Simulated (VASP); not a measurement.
# Ti4O in VASP: relaxation of the atoms with PBEsol

Aim: the relaxation of the atoms of Ti4O with PBEsol.

Program: VASP 6.6.1. These are calculated values, not measurements. Logs are shortened: lines on timing, memory, paths and dates and some standing lists are left out, and cuts for length are marked.

**1. The cell of the first run**

The cell holds a slab with vacuum, 5 atoms: a = 2.868 Å, b = 2.868 Å, c = 25.084 Å, α = 90.00°, β = 90.00°, γ = 90.00°.

**2. Relaxation of the atoms, PBEsol**

INCAR

```
ALGO = Normal ; DIPOL = 0.5 0.5 0.502
EDIFF = 1E-6 ; EDIFFG = -0.03
ENCUT = 520 ; GGA = PS
IBRION = 2 ; IDIPOL = 3
ISIF = 2 ; ISMEAR = 0
LASPH = T ; LCHARG = F
LDIPOL = T ; LREAL = F
LWAVE = F ; NELM = 60
NSW = 90 ; PREC = Accurate
SIGMA = 0.1
```

KPOINTS

```
k-points
0
Gamma
  10 10 1
```

POSCAR

```
Ti4O
1.0
    2.8679135958      0.0000000000      0.0000000000
    0.0000000000      2.8679135958      0.0000000000
    0.0000000000      0.0000000000     25.0837634544
Ti O
4 1
Selective dynamics
Direct
    0.5000000000      0.5000000000      0.3388646212  F F F
    0.0000000000      0.0000000000      0.4197105897  F F F
    0.5000000000      0.5000000000      0.5045747292  T T T
    0.0000000000      0.0000000000      0.5792204640  T T T
    0.0000000000      0.0000000000      0.6693185868  T T T
```

Potentials or basis: VASP PAW PBE potentials, release 64 (Ti_sv, O).

The run is started by

```bash
cat potpaw_PBE.64/Ti_sv/POTCAR potpaw_PBE.64/O/POTCAR > POTCAR
mpirun -np 1 vasp_std > vasp.out
```

OUTCAR:

```text
EDIFF = 1E-6
   EDIFFG = -0.03
   ENCUT = 520
   GGA = PS
   IBRION = 2
   ISIF = 2
   ISMEAR = 0
   LASPH = T
   LREAL = F
   NELM = 60
   NSW = 90
   PREC = Accurate

 ion  position               nearest neighbor table
   1  0.500  0.500  0.339-   2 2.87   2 2.87   2 2.87   2 2.87
   2  0.000  0.000  0.420-   1 2.87   1 2.87   1 2.87   1 2.87
   3  0.500  0.500  0.505-   4 2.76   4 2.76   4 2.76   4 2.76
   4  0.000  0.000  0.579-   5 2.26   3 2.76   3 2.76   3 2.76   3 2.76
   5  0.000  0.000  0.669-   4 2.26

  LATTYP: Found a simple tetragonal cell.
 ALAT       =     2.8679135958
 C/A-ratio  =     8.7463455981

  Lattice vectors:

 A1 = (   2.8679135958,   0.0000000000,   0.0000000000)
 A2 = (   0.0000000000,   2.8679135958,   0.0000000000)
 A3 = (   0.0000000000,   0.0000000000,  25.0837634544)

Analysis of symmetry for initial positions (statically):
=====================================================================
 Subroutine PRICEL returns:
 Original cell was already a primitive cell.

 Routine SETGRP: Setting up the symmetry group for a
 simple tetragonal supercell.

 Subroutine GETGRP returns: Found  8 space group operations
 (whereof  8 operations were pure point group operations)
 out of a pool of 16 trial point group operations.

The static configuration has the point symmetry C_4v.

Analysis of symmetry for dynamics (positions and initial velocities):
=====================================================================
 Subroutine PRICEL returns:
 Original cell was already a primitive cell.

 Routine SETGRP: Setting up the symmetry group for a
 simple tetragonal supercell.

 Subroutine GETGRP returns: Found  8 space group operations
 (whereof  8 operations were pure point group operations)
 out of a pool of 16 trial point group operations.

The dynamic configuration has the point symmetry C_4v.

Analysis of constrained symmetry for selective dynamics:
=====================================================================
 Subroutine PRICEL returns:
 Original cell was already a primitive cell.

 Routine SETGRP: Setting up the symmetry group for a
 simple tetragonal supercell.

 Subroutine GETGRP returns: Found  8 space group operations
 (whereof  8 operations were pure point group operations)
 out of a pool of 16 trial point group operations.

The constrained configuration has the point symmetry C_4v.

 Subroutine INISYM returns: Found  8 space group operations
 (whereof  8 operations are pure point group operations),
 and found     1 'primitive' translations

----------------------------------------------------------------------------------------

                                     Primitive cell

  volume of cell :     206.3122

  direct lattice vectors                    reciprocal lattice vectors
     2.867913596  0.000000000  0.000000000     0.348685540  0.000000000  0.000000000
     0.000000000  2.867913596  0.000000000     0.000000000  0.348685540  0.000000000
     0.000000000  0.000000000 25.083763454     0.000000000  0.000000000  0.039866426

  length of vectors
     2.867913596  2.867913596 25.083763454     0.348685540  0.348685540  0.039866426

  position of ions in fractional coordinates (direct lattice)
     0.500000000  0.500000000  0.338864621
     0.000000000  0.000000000  0.419710590
     0.500000000  0.500000000  0.504574729
     0.000000000  0.000000000  0.579220464
     0.000000000  0.000000000  0.669318587

  ion indices of the primitive-cell ions
   primitive index   ion index
                 1           1
                 2           2
                 3           3
                 4           4
                 5           5

----------------------------------------------------------------------------------------

[... 46 lines left out ...]
  0.500000  0.500000  0.000000      1.000000
   k-points           NKPTS =     21   k-points in BZ     NKDIM =     21   number of bands    NBANDS=     32
   number of dos      NEDOS =    301   number of ions     NIONS =      5
   total plane-waves  NPLWV = 110592
   dimension x,y,z NGX =    24 NGY =   24 NGZ =  192
   dimension x,y,z NGXF=    48 NGYF=   48 NGZF=  384
   ions per type =               4   1
   NGX,Y,Z   is equivalent  to a cutoff of  13.91, 13.91, 12.73 a.u.
   NGXF,Y,Z  is equivalent  to a cutoff of  27.82, 27.82, 25.45 a.u.
 SYSTEM =  unknown system
   PREC   = accura    normal or accurate (medium, high low for compatibility)
   ISTART =      0    job   : 0-new  1-cont  2-samecut
   ICHARG =      2    charge: 1-file 2-atom 10-const
   ISPIN  =      1    spin polarized calculation?
   LNONCOLLINEAR =      F non collinear calculations
   LSORBIT =      F    spin-orbit coupling
   LASPH  =      T    aspherical Exc in radial PAW
   ENCUT  =  520.0 eV  38.22 Ry    6.18 a.u.   5.33  5.33 46.64*2*pi/ulx,y,z
   NELM   =     60;   NELMIN=  2; NELMDL= -5     # of ELM steps
   EDIFF  = 0.1E-05   stopping-criterion for ELM
   LREAL  =      F    real-space projection
   EDIFFG = -.3E-01   stopping-criterion for IOM
   NSW    =     90    number of steps for IOM
   IBRION =      2    ionic relax: 0-MD 1-quasi-New 2-CG
   NFREE  =      1    steps in history (QN), initial steepest desc. (CG)
   ISIF   =      2    stress and relaxation
   ISYM   =      2    0-nonsym 1-usesym 2-fastsym
   POTIM  = 0.5000    time-step for ionic-motion
   TEBEG  =    0.0;   TEEND  =   0.0 temperature during run
   PSTRESS=    0.0 pullay stress
   NELECT =      54.0000    total number of electrons
   NUPDOWN=      -1.0000    fix difference up-down
   EMIN   =  10.00;   EMAX   =-10.00  energy-range for DOS
   EFERMI =   0.00;   METHOD = LEGACY
   ISMEAR =     0;   SIGMA  =   0.10  broadening in eV -4-tet -1-fermi 0-gaus
   EFERMI_NEDOS =   21; number of points for ismear=-14 and -15
   IALGO  =     38    algorithm
   IMIX   =      4    mixing-type and parameters
     AMIX     =   0.40;   BMIX     =  1.00
     AMIX_MAG =   1.60;   BMIX_MAG =  1.00
  volume/ion in A,a.u.               =      41.26       278.45
  Fermi-wavevector in a.u.,A,eV,Ry     =   1.047204  1.978928 14.920631  1.096635
  Thomas-Fermi vector in A             =   2.182074
   LORBIT       =      0    0 simple, 1 ext, 2 COOP (PROOUT), +10 PAW based schemes
   GGA     = PS    functional components
   LHFCALC =     F    Hartree Fock is set to
   AEXX    =    0.0000 exact exchange contribution
   IVDW    =     0    specifies the selected vdW correction
   LEPSILON=     F    determine dielectric tensor
   LRPA    =     F    only Hartree local field effects (RPA)
 conjugate gradient relaxation of ions
 non-spin polarized calculation
 Gauss-broadening in eV      SIGMA  =   0.10
  energy-cutoff  :      520.00
  volume of cell :      206.31
 maximum number of plane-waves:      5597
 NGX is ok and might be reduce to    24
   NGX = 11   NGY = 11   NGZ = 93

--------------------------------------- Ionic step        1  -------------------------------------------

 number of electron      54.0000011 magnetization

 Free energy of the ion-electron system (eV)
  ---------------------------------------------------
  ext. energy  EPLUGINS =         0.00000000
  ---------------------------------------------------
  free energy    TOTEN  =       -35.99111390 eV

  energy without entropy =      -35.93958834  energy(sigma->0) =      -35.96535112

------------------------ aborting loop because EDIFF is reached ----------------------------------------

  FORCE on cell =-STRESS in cart. coord.  units (eV):
  Direction    XX          YY          ZZ          XY          YZ          ZX
  --------------------------------------------------------------------------------------
  -------------------------------------------------------------------------------------
  Total       -2.5640386     -2.5640386     -9.6762618      0.0000000     -0.0000000      0.0000000
  in kB      -19.9117910    -19.9117910    -75.1438374      0.0000000     -0.0000000      0.0000000
  external PRESSURE =     -38.3224731 kB  Pullay stress =       0.0000000 kB
[... 98 lines left out ...]
  FREE ENERGIE OF THE ION-ELECTRON SYSTEM (eV)
  ---------------------------------------------------
  free  energy   TOTEN  =       186.1402532830 eV

  energy  without entropy=      186.1862324989  energy(sigma->0) =      186.16324289

 E-fermi :   0.2911     XC(G=0):  -5.0264

 val. band max:        0.2714211637   @ k =   0.0000   0.0000   0.0000
 cond. band min:       0.2916335855   @ k =   0.2000   0.2000   0.0000
 fundamental gap:      0.0202124219
 Fermi energy:         0.2910917075

 k-point     1 :       0.0000    0.0000    0.0000
  band No.  band energies     occupation
      1     -57.2565      2.00000
      2     -56.2946      2.00000
      3     -56.2365      2.00000
      4     -56.0335      2.00000
      5     -36.3946      2.00000
      6     -32.8155      2.00000
[... 724 lines left out ...]
     31       2.3435      0.00000
     32       3.1686      0.00000

 dipolmoment           0.000000      0.000000     -0.031112 electrons x Angstroem

[... ionic steps 4 to 24 ...]

--------------------------------------- Ionic step       25  -------------------------------------------

 number of electron      54.0000010 magnetization

------------------------ aborting loop because EDIFF is reached ----------------------------------------
[... 73 lines left out ...]
--------------------------------------- Ionic step       27  -------------------------------------------

 number of electron      54.0000011 magnetization

 dipolmoment           0.000000      0.000000      0.209796 electrons x Angstroem

 Free energy of the ion-electron system (eV)
  ---------------------------------------------------
  ext. energy  EPLUGINS =         0.00000000
  ---------------------------------------------------
  free energy    TOTEN  =       -38.98679590 eV

  energy without entropy =      -38.93320951  energy(sigma->0) =      -38.96000270

 E-fermi :  -1.2235     XC(G=0):  -5.0533

 val. band max:       -1.2390779258   @ k =   0.0000   0.0000   0.0000
 cond. band min:      -1.2230382390   @ k =   0.1000   0.1000   0.0000
 fundamental gap:      0.0160396868
 Fermi energy:        -1.2234501916

 k-point     1 :       0.0000    0.0000    0.0000
  band No.  band energies     occupation
      1     -57.8052      2.00000
      2     -57.6306      2.00000
      3     -57.5118      2.00000
      4     -57.1537      2.00000
      5     -34.3203      2.00000
      6     -34.0958      2.00000
[... 724 lines left out ...]
     31       0.9344      0.00000
     32       1.8881      0.00000

------------------------ aborting loop because EDIFF is reached ----------------------------------------

 vacuum level on the upper side and lower side of the slab       (xc-potential included)         2.187        -2.285

  FORCE on cell =-STRESS in cart. coord.  units (eV):
  Direction    XX          YY          ZZ          XY          YZ          ZX
  --------------------------------------------------------------------------------------
  -------------------------------------------------------------------------------------
  Total       -0.1364710     -0.1364710     -1.3632318      0.0000000      0.0000000      0.0000000
  in kB       -1.0598057     -1.0598057    -10.5865751      0.0000000      0.0000000      0.0000000
  external PRESSURE =      -4.2353955 kB  Pullay stress =       0.0000000 kB
[... 20 lines left out ...]
  FREE ENERGIE OF THE ION-ELECTRON SYSTEM (eV)
  ---------------------------------------------------
  free  energy   TOTEN  =       -38.9867958989 eV

  energy  without entropy=      -38.9332095059  energy(sigma->0) =      -38.96000270

 reached required accuracy - stopping structural energy minimisation

 vacuum level on the upper side and lower side of the slab         7.349         2.766
```

Run time: 39 min. Hardware: 1 thread of Intel Xeon 6975P-C (Granite Rapids), shared host; peak memory 0.4 GiB.

What came out:

* Free energy: -38.9868 eV
* Band gap on the k mesh: zero (bands 27 and 28 overlap by 0.50 eV)

Final structure:
```xyz
5
Lattice="2.8679 0.0000 0.0000 0.0000 2.8679 0.0000 0.0000 0.0000 25.0838" Properties=species:S:1:pos:R:3 pbc="T T T"
Ti    1.4340    1.4340    8.5000
Ti    0.0000    0.0000   10.5279
Ti    1.4340    1.4340   12.5447
Ti    0.0000    0.0000   14.8019
O     0.0000    0.0000   16.4000
```

Caveat: the PAW data sets were made with another functional, which shifts forces and pressure a little.
